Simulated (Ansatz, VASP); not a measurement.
BaO in VASP and in Ansatz

INCAR

```
SYSTEM = BaO
ALGO = Normal
EDIFF = 1E-7
EDIFFG = -0.002
ENCUT = 600
GGA = PS
GGA_COMPAT = .False.
IBRION = 2
ISIF = 3
ISMEAR = 0
LASPH = .True.
LCHARG = .False.
LREAL = .False.
LWAVE = .False.
NELM = 120
NELMIN = 4
NSW = 100
PREC = Accurate
SIGMA = 0.02
```

Contents of KPOINTS:

```
k-points
0
Gamma
  8 8 8
  0 0 0
```

File POSCAR:

```
BaO
1.0
    0.0000000000      2.7695000000      2.7695000000
    2.7695000000      0.0000000000      2.7695000000
    2.7695000000      2.7695000000      0.0000000000
Ba O
1 1
Direct
    0.0000000000      0.0000000000      0.0000000000
    0.5000000000      0.5000000000      0.5000000000
```

Input for Ansatz:

```yaml
crystal:
  lattice:
    - [0.0, 2.7695, 2.7695]
    - [2.7695, 0.0, 2.7695]
    - [2.7695, 2.7695, 0.0]
  atoms:
    - { symbol: Ba, position: [0.0, 0.0, 0.0] }
    - { symbol: O, position: [0.5, 0.5, 0.5] }
basis:
  ecutwfc: 420
kpoints:
  mp_grid: { grid: [8, 8, 8] }
hamiltonian:
  xc: pbesol
  pseudopotentials: { kind: paw, azcp: { folder: soft_1 } }
scf:
  occupations: { method: gaussian, width: 0.02 }
output:
  forces: true
  stress: true
  eigenvalues: true
  write_density: true
  write_potential: true
  elf: true
  volumetric_format: npy
relax:
  adjacent_minimum: "off"
  f_tol: 0.002
  max_steps: 80
  cell: { stress_tol: 0.02 }
```

Alike in both runs: task relaxation of cell and atoms; functional PBEsol; k mesh 8 × 8 × 8; occupations gaussian, width 0.02 eV; no spin polarisation.

|  | VASP | Ansatz |
| --- | --- | --- |
| version | VASP 6.6.1 | Ansatz 0.2.0 |
| potentials or method | VASP PAW PBE potentials, release 64 (Ba_sv, O), cutoff 600 eV | scalar-relativistic, plane waves, PAW |
| valence electrons in the cell | 16 | 16 |

|  | VASP | Ansatz | Ansatz less VASP |
| --- | --- | --- | --- |
| gap on the k mesh at the Fermi level, each at its own relaxed structure (eV) | 1.86 | 1.84 | -0.016 |
| relaxed volume (Å³/atom) | 21.16 | 20.69 | -0.478 |
| relaxed cell length with the largest relative difference (Å) | 3.912 | 3.882 | -0.0297 |

VASP's potentials were made for PBE, not for PBEsol, and Ansatz warns of the same on its side.

Neither program's run includes spin-orbit coupling.
